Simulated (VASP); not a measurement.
# Sc (Fm-3m) in VASP: notebook, part 2 of 2

VASP 6.6.1.

### Step 3. Relaxation of cell and atoms, PBE, target pressure 32 GPa, at which the enthalpy is minimised

INCAR reads:

```
  PREC = Accurate
  ENCUT = 600
  EDIFF = 1E-6
  ISMEAR = -1
  SIGMA = 0.1
  LREAL = F
  LASPH = T
  NELM = 100
  ALGO = Normal
  ISIF = 3
  LWAVE = F
  LCHARG = F
  GGA = PE
  IBRION = 2
  NSW = 60
  EDIFFG = -0.005
  PSTRESS = 320.0
```

KPOINTS reads:

```
regular mesh
0
Gamma
  16 16 16
```

POSCAR reads:

```
Sc
1.0
    0.0000000000      2.0514197428      2.0514197428
    2.0514197428      0.0000000000      2.0514197428
    2.0514197428      2.0514197428      0.0000000000
Sc
1
Direct
    0.0000000000      0.0000000000      0.0000000000
```

Potentials or basis: VASP PAW PBE potentials, release 64 (Sc_sv).

Command:

```sh
> cat potpaw_PBE.64/Sc_sv/POTCAR > POTCAR
> mpirun -np 1 vasp_std > vasp.out
```

OUTCAR:

```text
PREC = Accurate
   ENCUT = 600
   EDIFF = 1E-6
   ISMEAR = -1
   LREAL = F
   LASPH = T
   NELM = 100
   ISIF = 3
   GGA = PE
   IBRION = 2
   NSW = 60
   EDIFFG = -0.005
   PSTRESS = 320.0

 ion  position               nearest neighbor table
   1  0.000  0.000  0.000-

  LATTYP: Found a face centered cubic cell.
 ALAT       =     4.1028394856

  Lattice vectors:

 A1 = (   0.0000000000,   2.0514197428,   2.0514197428)
 A2 = (   2.0514197428,   0.0000000000,   2.0514197428)
 A3 = (   2.0514197428,   2.0514197428,   0.0000000000)

Analysis of symmetry for initial positions (statically):
=====================================================================
 Subroutine PRICEL returns:
 Original cell was already a primitive cell.

 Routine SETGRP: Setting up the symmetry group for a
 face centered cubic supercell.

 Subroutine GETGRP returns: Found 48 space group operations
 (whereof 48 operations were pure point group operations)
 out of a pool of 48 trial point group operations.

The static configuration has the point symmetry O_h .

Analysis of symmetry for dynamics (positions and initial velocities):
=====================================================================
 Subroutine PRICEL returns:
 Original cell was already a primitive cell.

 Routine SETGRP: Setting up the symmetry group for a
 face centered cubic supercell.

 Subroutine GETGRP returns: Found 48 space group operations
 (whereof 48 operations were pure point group operations)
 out of a pool of 48 trial point group operations.

The dynamic configuration has the point symmetry O_h .

 Subroutine INISYM returns: Found 48 space group operations
 (whereof 48 operations are pure point group operations),
 and found     1 'primitive' translations

----------------------------------------------------------------------------------------

                                     Primitive cell

  volume of cell :      17.2661

  direct lattice vectors                    reciprocal lattice vectors
     0.000000000  2.051419743  2.051419743    -0.243733639  0.243733639  0.243733639
     2.051419743  0.000000000  2.051419743     0.243733639 -0.243733639  0.243733639
     2.051419743  2.051419743  0.000000000     0.243733639  0.243733639 -0.243733639

  length of vectors
     2.901145622  2.901145622  2.901145622     0.422159047  0.422159047  0.422159047

  position of ions in fractional coordinates (direct lattice)
     0.000000000  0.000000000  0.000000000

  ion indices of the primitive-cell ions
   primitive index   ion index
                 1           1

----------------------------------------------------------------------------------------

 KPOINTS: regular mesh

Automatic generation of k-mesh.
 Grid dimensions read from file:
 generate k-points for:   16   16   16

 Generating k-lattice:

  Cartesian coordinates                     Fractional coordinates (reciprocal lattice)
    -0.015233352  0.015233352  0.015233352     0.062500000  0.000000000  0.000000000
     0.015233352 -0.015233352  0.015233352     0.000000000  0.062500000  0.000000000
     0.015233352  0.015233352 -0.015233352     0.000000000  0.000000000  0.062500000

  Length of vectors
     0.026384940  0.026384940  0.026384940

  Shift w.r.t. Gamma in fractional coordinates (k-lattice)
     0.000000000  0.000000000  0.000000000

 Subroutine IBZKPT returns following result:
 ===========================================

 Found    145 irreducible k-points:

 Following reciprocal coordinates:
            Coordinates               Weight
  0.000000  0.000000  0.000000      1.000000
  0.062500  0.000000  0.000000      8.000000
  0.125000  0.000000  0.000000      8.000000
  0.187500  0.000000  0.000000      8.000000
  0.250000  0.000000  0.000000      8.000000
  0.312500  0.000000  0.000000      8.000000
[... 16 lines left out ...]
 -0.125000  0.062500  0.000000     24.000000
 -0.062500  0.062500  0.000000     12.000000
 [... further k-points ...]
   k-points           NKPTS =    145   k-points in BZ     NKDIM =    145   number of bands    NBANDS=      9
   number of dos      NEDOS =    301   number of ions     NIONS =      1
   total plane-waves  NPLWV =  13824
   dimension x,y,z NGX =    24 NGY =   24 NGZ =   24
   dimension x,y,z NGXF=    48 NGYF=   48 NGZF=   48
   ions per type =               1
   NGX,Y,Z   is equivalent  to a cutoff of  13.75, 13.75, 13.75 a.u.
   NGXF,Y,Z  is equivalent  to a cutoff of  27.51, 27.51, 27.51 a.u.
 SYSTEM =  unknown system
   PREC   = accura    normal or accurate (medium, high low for compatibility)
   ISTART =      0    job   : 0-new  1-cont  2-samecut
   ICHARG =      2    charge: 1-file 2-atom 10-const
   ISPIN  =      1    spin polarized calculation?
   LNONCOLLINEAR =      F non collinear calculations
   LSORBIT =      F    spin-orbit coupling
   LASPH  =      T    aspherical Exc in radial PAW
   ENCUT  =  600.0 eV  44.10 Ry    6.64 a.u.   5.79  5.79  5.79*2*pi/ulx,y,z
   NELM   =    100;   NELMIN=  2; NELMDL= -5     # of ELM steps
   EDIFF  = 0.1E-05   stopping-criterion for ELM
   LREAL  =      F    real-space projection
   EDIFFG = -.5E-02   stopping-criterion for IOM
   NSW    =     60    number of steps for IOM
   IBRION =      2    ionic relax: 0-MD 1-quasi-New 2-CG
   NFREE  =      1    steps in history (QN), initial steepest desc. (CG)
   ISIF   =      3    stress and relaxation
   ISYM   =      2    0-nonsym 1-usesym 2-fastsym
   POTIM  = 0.5000    time-step for ionic-motion
   TEBEG  =    0.0;   TEEND  =   0.0 temperature during run
   PSTRESS=  320.0 pullay stress
   NELECT =      11.0000    total number of electrons
   NUPDOWN=      -1.0000    fix difference up-down
   EMIN   =  10.00;   EMAX   =-10.00  energy-range for DOS
   EFERMI =   0.00;   METHOD = LEGACY
   ISMEAR =    -1;   SIGMA  =   0.10  broadening in eV -4-tet -1-fermi 0-gaus
   EFERMI_NEDOS =   21; number of points for ismear=-14 and -15
   IALGO  =     38    algorithm
   IMIX   =      4    mixing-type and parameters
     AMIX     =   0.40;   BMIX     =  1.00
     AMIX_MAG =   1.60;   BMIX_MAG =  1.00
  volume/ion in A,a.u.               =      17.27       116.52
  Fermi-wavevector in a.u.,A,eV,Ry     =   1.408665  2.661992 26.998562  1.984338
  Thomas-Fermi vector in A             =   2.530800
   LORBIT       =      0    0 simple, 1 ext, 2 COOP (PROOUT), +10 PAW based schemes
   GGA     = PE    functional components
   LHFCALC =     F    Hartree Fock is set to
   AEXX    =    0.0000 exact exchange contribution
   IVDW    =     0    specifies the selected vdW correction
   LEPSILON=     F    determine dielectric tensor
   LRPA    =     F    only Hartree local field effects (RPA)
 conjugate gradient relaxation of ions
 non-spin polarized calculation
  energy-cutoff  :      600.00
  volume of cell :       17.27
 maximum number of plane-waves:       588
   NGX = 11   NGY = 11   NGZ = 11

--------------------------------------- Ionic step        1  -------------------------------------------

 number of electron      11.0000001 magnetization

 Free energy of the ion-electron system (eV)
  ---------------------------------------------------
  ext. energy  EPLUGINS =         0.00000000
  ---------------------------------------------------
  free energy    TOTEN  =        -5.64367579 eV

  energy without entropy =       -5.60591450  energy(sigma->0) =       -5.62479514

------------------------ aborting loop because EDIFF is reached ----------------------------------------

  FORCE on cell =-STRESS in cart. coord.  units (eV):
  Direction    XX          YY          ZZ          XY          YZ          ZX
  --------------------------------------------------------------------------------------
  -------------------------------------------------------------------------------------
  Total        3.4595612      3.4595612      3.4595612      0.0000000     -0.0000000      0.0000000
  in kB      321.0243779    321.0243779    321.0243779      0.0000000     -0.0000000      0.0000000
  external PRESSURE =       1.0243779 kB  Pullay stress =     320.0000000 kB
[... 61 lines left out ...]
--------------------------------------- Ionic step        3  -------------------------------------------

 number of electron      11.0000000 magnetization

 Free energy of the ion-electron system (eV)
  ---------------------------------------------------
  ext. energy  EPLUGINS =         0.00000000
  ---------------------------------------------------
  free energy    TOTEN  =        -5.64676638 eV

  energy without entropy =       -5.60896263  energy(sigma->0) =       -5.62786451

 E-fermi :   6.1037     XC(G=0): -11.4017

 val. band max:        6.0956152076   @ k =  -0.3125   0.4375   0.1875
 cond. band min:       6.1089100265   @ k =  -0.2500   0.3125   0.1250
 fundamental gap:      0.0132948190
 Fermi energy:         6.1036736821

 k-point     1 :       0.0000    0.0000    0.0000
  band No.  band energies     occupation
      1     -42.5266      2.00000
      2     -20.5342      2.00000
      3     -20.5342      2.00000
      4     -20.5342      2.00000
      5       0.5020      2.00000
      6       8.1205      0.00000
      7       8.1205      0.00000
      8       8.1205      0.00000
      9      10.2903      0.00000
[... 265 lines left out ...]
 k-point    24 :      -0.0625    0.0625    0.0000
  band No.  band energies     occupation
      1     -42.5019      2.00000
      2     -20.6551      2.00000
      3     -20.5674      2.00000
      4     -20.5412      2.00000
      5       0.8720      2.00000
      6       7.8178      0.00000
      7       8.2648      0.00000
      8       8.2805      0.00000
      9      10.0579      0.00000

 [... further k-points ...]
[... 5 lines left out ...]
  --------------------------------------------------------------------------------------
  -------------------------------------------------------------------------------------
  Total        3.4481361      3.4481361      3.4481361      0.0000000     -0.0000000      0.0000000
  in kB      319.6781296    319.6781296    319.6781296      0.0000000     -0.0000000      0.0000000
  external PRESSURE =      -0.3218704 kB  Pullay stress =     320.0000000 kB
[... 20 lines left out ...]
  energy  without entropy=       -5.6089626349  energy(sigma->0) =       -5.62786451

  enthalpy is  TOTEN    =        -2.1951585168 eV   P V=        3.4516078643

 reached required accuracy - stopping structural energy minimisation
```

OSZICAR:

```text
N       E                     dE             d eps       ncg     rms          rms(c)
DAV:   1     0.745640684270E+02    0.74564E+02   -0.58748E+03  2610   0.142E+03
[... 15 lines left out ...]
DAV:   4    -0.564918795346E+01    0.82054E-06   -0.20139E-06  2481   0.179E-02
   2 F= -.21951534E+01 E0= -.21762347E+01  d E =0.481758E-06
       N       E                     dE             d eps       ncg     rms          rms(c)
DAV:   1    -0.564681627751E+01    0.23725E-02   -0.16082E-03  2627   0.734E-01    0.584E-02
DAV:   2    -0.564677056225E+01    0.45715E-04   -0.12148E-04  3744   0.190E-01    0.151E-02
DAV:   3    -0.564676603232E+01    0.45299E-05   -0.19466E-05  3862   0.742E-02    0.803E-03
DAV:   4    -0.564676638110E+01   -0.34878E-06   -0.37428E-07  1353   0.779E-03
   3 F= -.21951585E+01 E0= -.21762566E+01  d E =-.459168E-05
```

Run time: 13 s. Hardware: 1 thread of Intel Xeon 6975P-C (Granite Rapids), shared host; peak memory 0.16 GiB.

Results:

| Quantity | Value |
| --- | --- |
| Free energy | -5.6468 eV |
| Relaxed volume | 17.28 Å³/atom |
| Relaxed cell | a = 2.902 Å, b = 2.902 Å, c = 2.902 Å, α = 60.00°, β = 60.00°, γ = 60.00° |
| Space group after relaxing (to 0.05 Å) | Fm-3m (No. 225) |
| Energy change on relaxing (the enthalpy is what falls) | -3.1 meV/atom |
| Ionic steps | 3 |
| Pressure after relaxing | 32.0 GPa |

Step by step:
| step | energy change (eV) | largest force (eV/Å) | pressure (GPa) | volume (Å³) |
| --- | --- | --- | --- | --- |
| 1 | 0.0000 | 0.0000 | 32.10 | 17.27 |
| 2 | -0.0055 | 0.0000 | 31.92 | 17.29 |
| 3 | -0.0031 | 0.0000 | 31.97 | 17.28 |

Final structure:
```
Sc
1.0
     0.00000    2.05203    2.05203
     2.05203    0.00000    2.05203
     2.05203    2.05203    0.00000
Sc
1
Direct
  0.00000 0.00000 0.00000
```

Caveat: the cell is relaxed towards a set pressure, so the enthalpy falls and the energy may rise.

### Step 4. Relaxation of cell and atoms, PBE, target pressure 32 GPa, at which the enthalpy is minimised

INCAR reads:

```
SYSTEM = Sc
ALGO     = Normal         ! electronic algorithm
EDIFF    = 1E-6           ! SCF threshold, eV
EDIFFG   = -0.005         ! ionic threshold
ENCUT    = 600            ! plane-wave cutoff, eV
GGA      = PE             ! functional
IBRION   = 2              ! ionic algorithm
ISIF     = 3              ! what is computed and relaxed
ISMEAR   = -1             ! smearing method
LASPH    = .True.         ! aspherical terms in the spheres
LCHARG   = .False.        ! write CHGCAR
LREAL    = .False.        ! projectors in reciprocal space
LWAVE    = .False.        ! write WAVECAR
NELM     = 80             ! most SCF steps
NSW      = 32             ! ionic steps
PREC     = Accurate       ! precision mode
PSTRESS  = 320.0        
SIGMA    = 0.1            ! smearing width, eV
```

KPOINTS reads:

```
k-points
0
Gamma
  16 16 16
  0 0 0
```

POSCAR reads:

```
Sc
1.0
    0.0000000000      2.0506583139      2.0506583139
    2.0506583139      0.0000000000      2.0506583139
    2.0506583139      2.0506583139      0.0000000000
Sc
1
Direct
    0.0000000000      0.0000000000      0.0000000000
```

Potentials or basis: VASP PAW PBE potentials, release 64 (Sc_sv).

Command:

```sh
> cat potpaw_PBE.64/Sc_sv/POTCAR > POTCAR
> mpirun -np 1 vasp_std > vasp.out
```

OUTCAR:

```text
SYSTEM = Sc
   EDIFF = 1E-6
   EDIFFG = -0.005
   ENCUT = 600
   GGA = PE
   IBRION = 2
   ISIF = 3
   ISMEAR = -1
   LASPH = .True.
   LREAL = .False.
   NELM = 80
   NSW = 32
   PREC = Accurate
   PSTRESS = 320.0

 ion  position               nearest neighbor table
   1  0.000  0.000  0.000-

  LATTYP: Found a face centered cubic cell.
 ALAT       =     4.1013166278

  Lattice vectors:

 A1 = (   0.0000000000,   2.0506583139,   2.0506583139)
 A2 = (   2.0506583139,   0.0000000000,   2.0506583139)
 A3 = (   2.0506583139,   2.0506583139,   0.0000000000)

Analysis of symmetry for initial positions (statically):
=====================================================================
 Subroutine PRICEL returns:
 Original cell was already a primitive cell.
[... 248 lines left out ...]
  free energy    TOTEN  =        -5.64641257 eV

  energy without entropy =       -5.60861382  energy(sigma->0) =       -5.62751319

 E-fermi :   6.1045     XC(G=0): -11.4022

 val. band max:        6.0964148861   @ k =  -0.3125   0.4375   0.1875
 cond. band min:       6.1096700295   @ k =  -0.2500   0.3125   0.1250
 fundamental gap:      0.0132551433
 Fermi energy:         6.1044529816

 k-point     1 :       0.0000    0.0000    0.0000
  band No.  band energies     occupation
      1     -42.5255      2.00000
      2     -20.5329      2.00000
      3     -20.5329      2.00000
      4     -20.5329      2.00000
      5       0.5027      2.00000
      6       8.1214      0.00000
      7       8.1214      0.00000
      8       8.1214      0.00000
      9      10.2916      0.00000
[... 265 lines left out ...]
 k-point    24 :      -0.0625    0.0625    0.0000
  band No.  band energies     occupation
      1     -42.5007      2.00000
      2     -20.6539      2.00000
      3     -20.5662      2.00000
      4     -20.5400      2.00000
      5       0.8727      2.00000
      6       7.8187      0.00000
      7       8.2657      0.00000
      8       8.2815      0.00000
      9      10.0590      0.00000

 [... further k-points ...]
[... 5 lines left out ...]
  --------------------------------------------------------------------------------------
  -------------------------------------------------------------------------------------
  Total        3.4467446      3.4467446      3.4467446      0.0000000      0.0000000     -0.0000000
  in kB      319.5816699    319.5816699    319.5816699      0.0000000      0.0000000     -0.0000000
  external PRESSURE =      -0.4183301 kB  Pullay stress =     320.0000000 kB
[... 20 lines left out ...]
  energy  without entropy=       -5.6086138177  energy(sigma->0) =       -5.62751319

  enthalpy is  TOTEN    =        -2.1951562249 eV   P V=        3.4512563430

 reached required accuracy - stopping structural energy minimisation
```

OSZICAR:

```text
N       E                     dE             d eps       ncg     rms          rms(c)
DAV:   1     0.761062420506E+02    0.76106E+02   -0.59217E+03  2610   0.143E+03
DAV:   2    -0.438936383144E+01   -0.80496E+02   -0.79772E+02  2645   0.347E+02
[... 15 lines left out ...]
DAV:   5    -0.565354719676E+01   -0.25102E-06   -0.42754E-07  1538   0.113E-02
   2 F= -.21951237E+01 E0= -.21761746E+01  d E =0.569194E-05
       N       E                     dE             d eps       ncg     rms          rms(c)
DAV:   1    -0.564684311439E+01    0.67038E-02   -0.13822E-02  2619   0.215E+00    0.172E-01
DAV:   2    -0.564644999775E+01    0.39312E-03   -0.10487E-03  3730   0.559E-01    0.445E-02
DAV:   3    -0.564641161299E+01    0.38385E-04   -0.16862E-04  3864   0.218E-01    0.237E-02
DAV:   4    -0.564641256792E+01   -0.95493E-06   -0.34266E-06  2612   0.233E-02
   3 F= -.21951562E+01 E0= -.21762568E+01  d E =-.268269E-04
```

CONTCAR:

```text
Sc
   1.00000000000000
     0.0000000000000000    2.0519618182837558    2.0519618182837558
     2.0519618182837558    0.0000000000000000    2.0519618182837558
     2.0519618182837558    2.0519618182837558   -0.0000000000000000
  Sc
     1
Direct
     0.0000000000000000    0.0000000000000000    0.0000000000000000

  0.00000000E+00  0.00000000E+00  0.00000000E+00
```

Wall time 13 s (1 thread of Intel Xeon 6975P-C (Granite Rapids), shared host); peak memory 0.16 GiB.

Results:

- Free energy: -5.6464 eV
- Relaxed volume: 17.28 Å³/atom
- Relaxed cell: a = 2.902 Å, b = 2.902 Å, c = 2.902 Å, α = 60.00°, β = 60.00°, γ = 60.00°
- Space group after relaxing (to 0.05 Å): Fm-3m (No. 225)
- Energy change on relaxing (the enthalpy is what falls): -6.6 meV/atom
- Ionic steps: 3
- Pressure after relaxing: 32.0 GPa

The path:
```tsv
step	energy change (eV)	largest force (eV/Å)	pressure (GPa)	volume (Å³)
1	0.0000	0.0000	32.26	17.25
2	-0.0137	0.0000	31.72	17.32
3	-0.0066	0.0000	31.96	17.28
```

Final structure:
```
Sc
1.0
     0.00000    2.05196    2.05196
     2.05196    0.00000    2.05196
     2.05196    2.05196    0.00000
Sc
1
Cartesian
  0.0000 0.0000 0.0000
```

Caveat: the cell is relaxed towards a set pressure, so the enthalpy falls and the energy may rise.

### Step 5. Summary

```tsv
task	cell	cutoff (eV)	gap on the mesh (eV)	pressure (GPa)
single point	a = 2.900 Å, angles 60.0°, 1 atom	520	none	32.2
relaxation of cell and atoms	relaxed to 32 GPa from a = 2.901 Å, angles 60.0°, 1 atom	600	none	32.0
relaxation of cell and atoms	relaxed to 32 GPa from a = 2.900 Å, angles 60.0°, 1 atom	600	none	32.0
```

Alike in all rows: level PBE; potentials or basis VASP PAW PBE potentials, release 64 (Sc_sv); no spin polarisation; k mesh 16 × 16 × 16; smearing fermi-dirac 0.1 eV.

Caveats: the cell is relaxed towards a set pressure, so the enthalpy falls and the energy may rise (some runs).

Total energies depend on the potentials used, so only differences within one code and one set of settings carry meaning.
